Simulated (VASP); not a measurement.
Input of a VASP 6.6.1 run:

The input INCAR:

```
ALGO = Normal
EDIFF = 1E-6
ENCUT = 520
GGA = PE
ISIF = 2
ISMEAR = -1
IVDW = 12
LASPH = True
LCHARG = False
LREAL = Auto
LWAVE = False
NBANDS = 47
NELM = 60
PREC = Accurate
SIGMA = 0.02
```

The input KPOINTS:

```
k-points
0
Gamma
  1 1 1
```

The input POSCAR:

```
H14CO7
1.0
    6.0083220000      0.0000000000      0.0000000000
    0.0000000000      6.0083220000      0.0000000000
    0.0000000000      0.0000000000      6.0083220000
O H C
7 14 1
Direct
    0.2032181364      0.7540874141      0.5620537648
    0.4691326464      0.9653111135      1.0801351858
    0.0378641491      0.9610170693      0.1979587645
    0.6775935111      1.0580990832      0.7168224340
    0.4647886714      0.5635184000      0.8876854470
    0.5048164862      0.2979034745      0.3548245251
    0.9365676473      0.5588082663      0.1293705630
    0.3020310829      0.8860377323      0.5923117969
    0.2416814545      0.6405116104      0.6703369094
    0.5192631154      1.0617939584      0.9512805738
    0.3018313599      0.9708700699      1.0984264825
    0.0560222971      0.8700432500      0.3282613681
   -0.0651762672      0.8588587629      0.1134260115
    0.6578708664      1.1523516882      0.5782479701
    0.8286173744      1.0015109044      0.7266088602
    0.4976930331      0.7115297749      0.9370170241
    0.6058430291      0.5237568825      0.8289336024
    0.4794183800      0.4505084781      0.3077897623
    0.5028858307      0.2100253615      0.2034511466
    0.9963846811      0.2932099844      0.3204721718
    0.8570446125      0.5450107368      0.4570161186
    0.9126341764      0.4522227670      0.2995844763
```

Potentials or basis: VASP PAW PBE potentials, release 64 (O, H, C).

Run with:

```bash
$ cat potpaw_PBE.64/O/POTCAR potpaw_PBE.64/H/POTCAR potpaw_PBE.64/C/POTCAR > POTCAR
$ mpirun -np 1 vasp_gam > vasp.out
```

**Question.** Estimate the largest force.

**Answer.** 2.317 eV/Å.

**Question.** What does it give for the pressure?

**Answer.** 0.5 GPa.

**Question.** What does it give for the dispersion energy per atom?

**Answer.** -0.038 eV.

Forces in eV/Å, atoms in the order of the input:
```
O    0.197  1.727 -0.342
O   -0.292  0.898 -0.602
O   -0.988  0.314 -1.317
O   -0.207  0.829 -0.997
O   -0.916 -1.025 -0.174
O    0.273 -0.602 -1.454
O   -0.677 -0.165 -1.318
H   -0.558 -1.366 -0.106
H    0.581 -0.148  0.589
H   -0.355 -1.008  0.260
H    0.419  0.006 -0.066
H    0.554 -0.432  1.017
H    0.785  0.539  0.517
H    0.164 -0.622  0.746
H    0.087  0.131 -0.305
H   -0.283  1.486  0.932
H    1.127 -0.890 -0.648
H   -0.136  0.327  0.129
H   -0.054  0.254  2.138
H   -0.267 -1.130 -0.102
H   -0.079 -0.628 -0.544
C    0.623  1.505  1.648
```

Caveat: the k points lie up to 1.05 Å⁻¹ apart.
